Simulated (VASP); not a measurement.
Here is a VASP 6.6.1 calculation.

Contents of INCAR:

```
SYSTEM = SrO
  PREC = Accurate
  ENCUT = 520
  EDIFF = 1E-6
  ISMEAR = -1
  SIGMA = 0.05
  LREAL = .FALSE.
  LASPH = .TRUE.
  NELM = 80
  ALGO = Normal
  ISIF = 2
  LWAVE = .FALSE.
  LCHARG = .TRUE.
  GGA = CA
  LELF = .TRUE.
  LVHAR = .TRUE.
  NBANDS = 24
```

The input KPOINTS:

```
regular mesh
0
G
  9 9 5
  0 0 0
```

POSCAR

```
SrO
1.0
    3.6000472431      0.0000000000      0.0000000000
   -1.8000236215      3.1177323673      0.0000000000
    0.0000000000      0.0000000000      6.2991199937
Sr O
2 2
Direct
    0.6666666667      0.3333333333      0.7500000000
    0.3333333333      0.6666666667      0.2500000000
    0.0000000000      0.0000000000      0.5000000000
    0.0000000000      0.0000000000      0.0000000000
```

Potentials or basis: VASP PAW LDA potentials, release 64 (Sr_sv, O).

Launch:

```bash
$ cat potpaw_LDA.64/Sr_sv/POTCAR potpaw_LDA.64/O/POTCAR > POTCAR
$ mpirun -np 1 vasp_std > vasp.out
```

Q: Estimate the pressure.

A: -7.8 GPa.

Q: Estimate the band gap on the k mesh.

A: 2.66 eV.

Stress tensor (GPa, compression positive):
```
-7.31  0.00  0.00
 0.00 -7.31  0.00
 0.00  0.00 -8.71
```

Caveat: the cell stands under tension. A k mesh can miss the band edges.
